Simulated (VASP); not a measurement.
# WSe2 in VASP: further runs

The runs below take WSe2 through single point, with PBEsol.

All numbers are computed with VASP 6.6.1; they aren't measurements. Logs are shortened: lines on timing, memory, paths and dates and some standing lists are left out, and cuts for length are marked.

### 1 The cell of the first run

The cell holds a slab with vacuum, 3 atoms: a = 3.319 Å, b = 3.319 Å, c = 16.911 Å, α = 90.00°, β = 90.00°, γ = 120.00°.

### 2 Single point, PBEsol (strain +0.015 along x and y, +0.015 along z)

Contents of INCAR:

```
PREC = Accurate ; ENCUT = 520
EDIFF = 1E-7 ; ISMEAR = 0
SIGMA = 0.05 ; LREAL = F
LASPH = T ; NELM = 60
ALGO = Normal ; ISIF = 2
LWAVE = F ; LCHARG = T
GGA = PS ; LELF = T
LVHAR = T ; NBANDS = 20
```

Contents of KPOINTS:

```
Automatic mesh
0
Gamma
  12 12 2
```

Contents of POSCAR:

```
WSe2
1.0
    3.3193064686      0.0000000000      0.0000000000
   -1.6596532343      2.8746037247      0.0000000000
    0.0000000000      0.0000000000     16.9111353302
W Se
1 2
Direct
    0.0000000000      0.0000000000      0.0000000000
    0.3333333333      0.6666666667      0.1003992715
    0.3333333333      0.6666666667      0.8996007285
```

Potentials or basis: VASP PAW PBE potentials, release 64 (W_sv, Se).

Started as:

```console
$ cat potpaw_PBE.64/W_sv/POTCAR potpaw_PBE.64/Se/POTCAR > POTCAR
$ mpirun -np 1 vasp_std > vasp.out
```

OUTCAR:

```text
PREC = Accurate
   ENCUT = 520
   EDIFF = 1E-7
   ISMEAR = 0
   LREAL = F
   LASPH = T
   NELM = 60
   ISIF = 2
   GGA = PS

 ion  position               nearest neighbor table
   1  0.000  0.000  0.000-   2 2.56   3 2.56   2 2.56   3 2.56   2 2.56   3 2.56
   2  0.333  0.667  0.100-   1 2.56   1 2.56   1 2.56
   3  0.333  0.667  0.900-   1 2.56   1 2.56   1 2.56

  LATTYP: Found a hexagonal cell.
 ALAT       =     3.3193064686
 C/A-ratio  =     5.0947797349

  Lattice vectors:

 A1 = (   3.3193064686,   0.0000000000,   0.0000000000)
 A2 = (  -1.6596532343,   2.8746037247,   0.0000000000)
 A3 = (   0.0000000000,   0.0000000000,  16.9111353302)

Analysis of symmetry for initial positions (statically):
=====================================================================
 Subroutine PRICEL returns:
 Original cell was already a primitive cell.

 Routine SETGRP: Setting up the symmetry group for a
 hexagonal supercell.

 Subroutine GETGRP returns: Found 12 space group operations
 (whereof 12 operations were pure point group operations)
 out of a pool of 24 trial point group operations.

The static configuration has the point symmetry D_3h.

Analysis of symmetry for dynamics (positions and initial velocities):
=====================================================================
 Subroutine PRICEL returns:
 Original cell was already a primitive cell.

 Routine SETGRP: Setting up the symmetry group for a
 hexagonal supercell.

 Subroutine GETGRP returns: Found 12 space group operations
 (whereof 12 operations were pure point group operations)
 out of a pool of 24 trial point group operations.

The dynamic configuration has the point symmetry D_3h.

 Subroutine INISYM returns: Found 12 space group operations
 (whereof 12 operations are pure point group operations),
 and found     1 'primitive' translations

----------------------------------------------------------------------------------------

                                     Primitive cell

  volume of cell :     161.3608

  direct lattice vectors                    reciprocal lattice vectors
     3.319306469  0.000000000  0.000000000     0.301267753  0.173937018  0.000000000
    -1.659653234  2.874603725  0.000000000     0.000000000  0.347874036  0.000000000
     0.000000000  0.000000000 16.911135330     0.000000000  0.000000000  0.059132635

  length of vectors
     3.319306469  3.319306469 16.911135330     0.347874036  0.347874036  0.059132635

  position of ions in fractional coordinates (direct lattice)
     0.000000000  0.000000000  0.000000000
     0.333333333  0.666666667  0.100399272
     0.333333333  0.666666667  0.899600728

  ion indices of the primitive-cell ions
   primitive index   ion index
                 1           1
                 2           2
                 3           3

----------------------------------------------------------------------------------------

 KPOINTS: Automatic mesh

Automatic generation of k-mesh.
 Grid dimensions read from file:
 generate k-points for:   12   12    2

 Generating k-lattice:

  Cartesian coordinates                     Fractional coordinates (reciprocal lattice)
     0.025105646  0.014494752  0.000000000     0.083333333 -0.000000000  0.000000000
     0.000000000  0.028989503  0.000000000     0.000000000  0.083333333  0.000000000
     0.000000000  0.000000000  0.029566318     0.000000000  0.000000000  0.500000000

  Length of vectors
     0.028989503  0.028989503  0.029566318

  Shift w.r.t. Gamma in fractional coordinates (k-lattice)
     0.000000000  0.000000000  0.000000000

 Subroutine IBZKPT returns following result:
 ===========================================

 Found     38 irreducible k-points:

 Following reciprocal coordinates:
            Coordinates               Weight
  0.000000  0.000000  0.000000      1.000000
  0.083333 -0.000000  0.000000      6.000000
  0.166667 -0.000000  0.000000      6.000000
  0.250000  0.000000  0.000000      6.000000
  0.333333  0.000000  0.000000      6.000000
  0.416667  0.000000  0.000000      6.000000
[... 52 lines left out ...]
  band No.  band energies     occupation
      1     -75.0473      2.00000
      2     -39.3104      2.00000
      3     -39.2400      2.00000
      4     -39.1917      2.00000
      5     -14.3119      2.00000
      6     -13.7793      2.00000
[... 12 lines left out ...]
     19       5.4860      0.00000
     20       5.7350      0.00000

 k-point     6 :       0.4167    0.0000    0.0000
  band No.  band energies     occupation
      1     -75.0456      2.00000
      2     -39.3478      2.00000
      3     -39.2328      2.00000
      4     -39.2007      2.00000
      5     -13.8865      2.00000
      6     -13.5755      2.00000
[... 12 lines left out ...]
     19       5.7487      0.00000
     20       5.9594      0.00000

 k-point     7 :       0.5000    0.0000    0.0000
  band No.  band energies     occupation
      1     -75.0450      2.00000
      2     -39.3614      2.00000
      3     -39.2301      2.00000
      4     -39.2040      2.00000
      5     -13.7122      2.00000
      6     -13.4951      2.00000
[... 12 lines left out ...]
     19       5.9489      0.00000
     20       5.9898      0.00000
[... 277 lines left out ...]
 k-point    20 :       0.0000    0.0000    0.5000
  band No.  band energies     occupation
      1     -75.0539      2.00000
      2     -39.2695      2.00000
      3     -39.1545      2.00000
      4     -39.1545      2.00000
      5     -15.6313      2.00000
      6     -14.4516      2.00000
[... 12 lines left out ...]
     19       3.7369      0.00000
     20       4.5171      0.00000

 k-point    21 :       0.0833   -0.0000    0.5000
  band No.  band energies     occupation
      1     -75.0534      2.00000
      2     -39.2668      2.00000
      3     -39.1686      2.00000
      4     -39.1578      2.00000
      5     -15.5308      2.00000
      6     -14.3993      2.00000
[... 12 lines left out ...]
     19       3.8728      0.00000
     20       4.8469      0.00000

 k-point    22 :       0.1667   -0.0000    0.5000
  band No.  band energies     occupation
      1     -75.0517      2.00000
      2     -39.2597      2.00000
      3     -39.2070      2.00000
      4     -39.1669      2.00000
      5     -15.2427      2.00000
      6     -14.2500      2.00000
[... 12 lines left out ...]
     19       4.2570      0.00000
     20       5.6265      0.00000

 k-point    23 :       0.2500    0.0000    0.5000
  band No.  band energies     occupation
      1     -75.0495      2.00000
      2     -39.2590      2.00000
      3     -39.2498      2.00000
      4     -39.1793      2.00000
      5     -14.8094      2.00000
      6     -14.0278      2.00000
[... 12 lines left out ...]
     19       4.8605      0.00000
     20       5.9300      0.00000

 k-point    24 :       0.3333    0.0000    0.5000
  band No.  band energies     occupation
      1     -75.0473      2.00000
      2     -39.3104      2.00000
      3     -39.2400      2.00000
      4     -39.1917      2.00000
      5     -14.3119      2.00000
      6     -13.7793      2.00000
[... 12 lines left out ...]
     19       5.5673      0.00000
     20       5.5905      0.00000

 [... further k-points ...]
[... 5 lines left out ...]
  --------------------------------------------------------------------------------------
  -------------------------------------------------------------------------------------
  Total       -2.0436554     -2.0436554     -2.3088300      0.0000000      0.0000000     -0.0000000
  in kB      -20.2917797    -20.2917797    -22.9247412      0.0000000      0.0000000     -0.0000000
  external PRESSURE =     -21.1694335 kB  Pullay stress =       0.0000000 kB

 VOLUME and BASIS-vectors are now :
 -----------------------------------------------------------------------------
  energy-cutoff  :      520.00
  volume of cell :      161.36
      direct lattice vectors                 reciprocal lattice vectors
     3.319306469  0.000000000  0.000000000     0.301267753  0.173937018  0.000000000
    -1.659653234  2.874603725  0.000000000     0.000000000  0.347874036  0.000000000
     0.000000000  0.000000000 16.911135330     0.000000000  0.000000000  0.059132635

 POSITION                                       TOTAL-FORCE (eV/Angst)
 -----------------------------------------------------------------------------------
      0.00000      0.00000      0.00000        -0.000000     -0.000000      0.000000
     -0.00000      1.91640      1.69787         0.000000      0.000000     -0.676575
     -0.00000      1.91640     15.21327         0.000000      0.000000      0.676575
 -----------------------------------------------------------------------------------
    total drift:                                0.000000     -0.000000     -0.000000

  FREE ENERGIE OF THE ION-ELECTRON SYSTEM (eV)
  ---------------------------------------------------
  free  energy   TOTEN  =       -23.1903518233 eV

  energy  without entropy=      -23.1903518233  energy(sigma->0) =      -23.19035182
```

Wall time 91 s (1 thread of Intel Xeon 6975P-C (Granite Rapids), shared host); peak memory 0.36 GiB.

What came out:

| Property | Result |
| --- | --- |
| Free energy | -23.1904 eV |
| Largest force | 0.677 eV/Å |
| Band gap on the k mesh | 1.58 eV, direct |

Forces on the atoms (eV/Å):
```
W    0.000  0.000  0.000
Se   0.000  0.000 -0.677
Se   0.000  0.000  0.677
```

Caveat: the cell differs from its parent crystal (strain +0.015 along x and y, +0.015 along z); the PAW data sets were made with another functional, which shifts forces and pressure a little; spin-orbit coupling is left out, which moves the levels of the heavy elements.

### 3 Single point, PBEsol (strain +0.030 along x and y, +0.000 along z)

Contents of INCAR:

```
SYSTEM = WSe2
  ALGO = Normal
  EDIFF = 1E-6
  ENCUT = 520
  GGA = PS
  ISIF = 2
  ISMEAR = 0
  LASPH = .TRUE.
  LCHARG = .FALSE.
  LREAL = .FALSE.
  LWAVE = .FALSE.
  NBANDS = 20
  NELM = 80
  PREC = Accurate
  SIGMA = 0.05
```

Contents of KPOINTS:

```
k-points
0
G
  12 12 2
  0 0 0
```

Contents of POSCAR:

```
WSe2
1.0
    3.3683602588      0.0000000000      0.0000000000
   -1.6841801294      2.9170855532      0.0000000000
    0.0000000000      0.0000000000     16.6612170741
W Se
1 2
Direct
    0.0000000000      0.0000000000      0.0000000000
    0.3333333333      0.6666666667      0.1003992715
    0.3333333333      0.6666666667      0.8996007285
```

Potentials or basis: VASP PAW PBE potentials, release 64 (W_sv, Se).

Started as:

```console
$ cat potpaw_PBE.64/W_sv/POTCAR potpaw_PBE.64/Se/POTCAR > POTCAR
$ mpirun -np 1 vasp_std > vasp.out
```

Run time: 89 s. Hardware: 1 thread of Intel Xeon 6975P-C (Granite Rapids), shared host; peak memory 0.36 GiB.

It converged, with:

```
Free energy            : -23.1463 eV
Largest force          : 0.555 eV/Å
Band gap on the k mesh : 1.39 eV, direct
```

Forces in eV/Å, atoms in the order of the input:
```
W    0.000  0.000  0.000
Se   0.000  0.000 -0.555
Se   0.000  0.000  0.555
```

Levels at points of the mesh, in eV from the valence-band top:
```tsv
k point	band 9	band 10	band 11	band 12	band 13	band 14	band 15	band 16	band 17	band 18
(0.00, 0.00, 0.00)	-2.36	-1.98	-1.29	-1.29	-0.19	2.78	2.78	2.97	2.97	4.14
(0.50, 0.00, 0.00)	-4.04	-2.94	-1.99	-1.02	-0.92	2.19	2.57	3.60	4.22	4.24
(0.00, 0.00, 0.50)	-2.36	-1.98	-1.29	-1.29	-0.19	2.78	2.78	2.97	2.97	4.17
(0.50, 0.00, 0.50)	-4.04	-2.94	-1.99	-1.02	-0.92	2.19	2.57	3.60	4.22	4.24
```

Caveat: the cell differs from its parent crystal (strain +0.030 along x and y, +0.000 along z); the PAW data sets were made with another functional, which shifts forces and pressure a little; spin-orbit coupling is left out, which moves the levels of the heavy elements.

### 4 Single point, PBEsol (strain +0.015 along x and y, +0.030 along z)

Contents of INCAR:

```
SYSTEM = WSe2
  PREC = Accurate
  ENCUT = 520
  EDIFF = 1E-7
  ISMEAR = 0
  SIGMA = 0.05
  LREAL = .False.
  LASPH = .True.
  NELM = 100
  ALGO = Normal
  ISIF = 2
  LWAVE = .False.
  LCHARG = .True.
  GGA = PS
  LELF = .True.
  LVHAR = .True.
  NBANDS = 20
```

Contents of KPOINTS:

```
regular mesh
0
Gamma
  12 12 2
  0 0 0
```

Contents of POSCAR:

```
WSe2
1.0
    3.3193064686      0.0000000000      0.0000000000
   -1.6596532343      2.8746037247      0.0000000000
    0.0000000000      0.0000000000     17.1610535863
W Se
1 2
Direct
    0.0000000000      0.0000000000      0.0000000000
    0.3333333333      0.6666666667      0.1003992715
    0.3333333333      0.6666666667      0.8996007285
```

Started as:

```console
$ cat potpaw_PBE.64/W_sv/POTCAR potpaw_PBE.64/Se/POTCAR > POTCAR
$ mpirun -np 1 vasp_std > vasp.out
```

Run time: 96 s. Hardware: 1 thread of Intel Xeon 6975P-C (Granite Rapids), shared host; peak memory 0.37 GiB.

The run converged. Its results:

```yaml
Free_energy: -23.1466 eV
Largest_force: 1.062 eV/Å
Band_gap_on_the_k_mesh: 1.53 eV, indirect (least direct gap 1.63 eV)
```

Forces on the atoms (eV/Å):
```
W    0.000  0.000  0.000
Se   0.000  0.000 -1.062
Se   0.000  0.000  1.062
```

Levels at points of the mesh, in eV from the valence-band top:
| k point | band 11 | band 12 | band 13 | band 14 | band 15 | band 16 |
| --- | --- | --- | --- | --- | --- | --- |
| (0.00, 0.00, 0.00) | -1.08 | -1.08 | -0.47 | 2.85 | 2.85 | 2.94 |
| (0.50, 0.00, 0.00) | -2.22 | -1.00 | -0.84 | 2.37 | 2.65 | 3.52 |
| (0.00, 0.00, 0.50) | -1.08 | -1.08 | -0.47 | 2.85 | 2.85 | 2.94 |
| (0.50, 0.00, 0.50) | -2.22 | -1.00 | -0.84 | 2.37 | 2.65 | 3.52 |

Caveat: the cell differs from its parent crystal (strain +0.015 along x and y, +0.030 along z); the PAW data sets were made with another functional, which shifts forces and pressure a little; spin-orbit coupling is left out, which moves the levels of the heavy elements.

### 5 Single point, PBEsol (strain +0.030 along x and y, +0.015 along z)

Contents of INCAR:

```
SYSTEM = WSe2
ALGO = Normal
EDIFF = 1E-6
ENCUT = 520
GGA = PS
ISIF = 2
ISMEAR = 0
LASPH = .TRUE.
LCHARG = .TRUE.
LELF = .TRUE.
LREAL = .FALSE.
LVHAR = .TRUE.
LWAVE = .FALSE.
NBANDS = 20
NELM = 80
PREC = Accurate
SIGMA = 0.05
```

Contents of KPOINTS:

```
k-points
0
G
  12 12 2
  0 0 0
```

Contents of POSCAR:

```
WSe2
1.0
    3.3683602588      0.0000000000      0.0000000000
   -1.6841801294      2.9170855532      0.0000000000
    0.0000000000      0.0000000000     16.9111353302
W Se
1 2
Direct
    0.0000000000      0.0000000000      0.0000000000
    0.3333333333      0.6666666667      0.1003992715
    0.3333333333      0.6666666667      0.8996007285
```

Started as:

```console
$ cat potpaw_PBE.64/W_sv/POTCAR potpaw_PBE.64/Se/POTCAR > POTCAR
$ mpirun -np 1 vasp_std > vasp.out
```

Wall time 87 s (1 thread of Intel Xeon 6975P-C (Granite Rapids), shared host); peak memory 0.36 GiB.

It converged, with:

| Property | Result |
| --- | --- |
| Free energy | -23.1085 eV |
| Largest force | 0.945 eV/Å |
| Band gap on the k mesh | 1.44 eV, direct |

Forces on the atoms (eV/Å):
```
W    0.000  0.000  0.000
Se   0.000  0.000 -0.945
Se   0.000  0.000  0.945
```

Levels at points of the mesh, in eV from the valence-band top:
```tsv
k point	band 9	band 10	band 11	band 12	band 13	band 14	band 15	band 16	band 17	band 18
(0.00, 0.00, 0.00)	-2.26	-2.06	-1.22	-1.22	-0.28	2.74	2.74	2.88	2.88	4.09
(0.50, 0.00, 0.00)	-4.01	-2.87	-2.07	-0.97	-0.94	2.19	2.55	3.52	4.11	4.16
(0.00, 0.00, 0.50)	-2.26	-2.06	-1.22	-1.22	-0.28	2.74	2.74	2.88	2.88	4.12
(0.50, 0.00, 0.50)	-4.01	-2.87	-2.07	-0.97	-0.94	2.19	2.55	3.52	4.11	4.16
```

Caveat: the cell differs from its parent crystal (strain +0.030 along x and y, +0.015 along z); the PAW data sets were made with another functional, which shifts forces and pressure a little; spin-orbit coupling is left out, which moves the levels of the heavy elements.

### 6 Single point, PBEsol (strain +0.030 along x and y, +0.030 along z)

Contents of INCAR:

```
PREC = Accurate
ENCUT = 520
EDIFF = 1E-6
ISMEAR = 0
SIGMA = 0.05
LREAL = False
LASPH = True
NELM = 100
ALGO = Normal
ISIF = 2
LWAVE = False
LCHARG = False
GGA = PS
NBANDS = 20
```

Contents of KPOINTS:

```
regular mesh
0
Gamma
  12 12 2
```

Changes to POSCAR since step 5:

```diff
@@ -4,3 +4,3 @@
    -1.6841801294      2.9170855532      0.0000000000
-    0.0000000000      0.0000000000     16.9111353302
+    0.0000000000      0.0000000000     17.1610535863
 W Se
```

Potentials or basis: VASP PAW PBE potentials, release 64 (W_sv, Se).

Started as:

```console
$ cat potpaw_PBE.64/W_sv/POTCAR potpaw_PBE.64/Se/POTCAR > POTCAR
$ mpirun -np 1 vasp_std > vasp.out
```

It took 82 s on 1 thread of Intel Xeon 6975P-C (Granite Rapids), shared host; peak memory 0.36 GiB.

It converged, with:

| Item | Value |
| --- | --- |
| Free energy | -23.0518 eV |
| Largest force | 1.309 eV/Å |
| Band gap on the k mesh | 1.48 eV, direct |

Forces in eV/Å, atoms in the order of the input:
```
W    0.000  0.000  0.000
Se   0.000  0.000 -1.309
Se   0.000  0.000  1.309
```

Levels at points of the mesh, in eV from the valence-band top:
| k point | band 9 | band 10 | band 11 | band 12 | band 13 | band 14 | band 15 | band 16 | band 17 | band 18 |
| --- | --- | --- | --- | --- | --- | --- | --- | --- | --- | --- |
| (0.00, 0.00, 0.00) | -2.15 | -2.14 | -1.15 | -1.15 | -0.36 | 2.71 | 2.71 | 2.80 | 2.80 | 4.03 |
| (0.50, 0.00, 0.00) | -3.97 | -2.79 | -2.13 | -0.95 | -0.92 | 2.20 | 2.53 | 3.44 | 3.99 | 4.11 |
| (0.00, 0.00, 0.50) | -2.15 | -2.14 | -1.15 | -1.15 | -0.36 | 2.71 | 2.71 | 2.80 | 2.80 | 4.06 |
| (0.50, 0.00, 0.50) | -3.97 | -2.79 | -2.13 | -0.95 | -0.92 | 2.20 | 2.53 | 3.44 | 3.99 | 4.11 |

Caveat: the cell differs from its parent crystal (strain +0.030 along x and y, +0.030 along z); the PAW data sets were made with another functional, which shifts forces and pressure a little; spin-orbit coupling is left out, which moves the levels of the heavy elements.

### 7 Summary

| cell | gap on the mesh (eV) | largest force (eV/Å) |
| --- | --- | --- |
| a = 3.319, b = 3.319, c = 16.911 Å, angles 90.0, 90.0, 120.0°, 3 atoms | 1.58 | 0.68 |
| a = 3.368, b = 3.368, c = 16.661 Å, angles 90.0, 90.0, 120.0°, 3 atoms | 1.39 | 0.55 |
| a = 3.319, b = 3.319, c = 17.161 Å, angles 90.0, 90.0, 120.0°, 3 atoms | 1.53 | 1.06 |
| a = 3.368, b = 3.368, c = 16.911 Å, angles 90.0, 90.0, 120.0°, 3 atoms | 1.44 | 0.95 |
| a = 3.368, b = 3.368, c = 17.161 Å, angles 90.0, 90.0, 120.0°, 3 atoms | 1.48 | 1.31 |

Alike in all rows: task single point; level PBEsol; potentials or basis VASP PAW PBE potentials, release 64 (W_sv, Se); no spin polarisation; k mesh 12 × 12 × 2; cutoff (eV) 520; smearing gaussian 0.05 eV.

Caveats: the PAW data sets were made with another functional, which shifts forces and pressure a little; spin-orbit coupling is left out, which moves the levels of the heavy elements.

Total energies depend on the potentials used, so only differences within one code and one set of settings carry meaning.
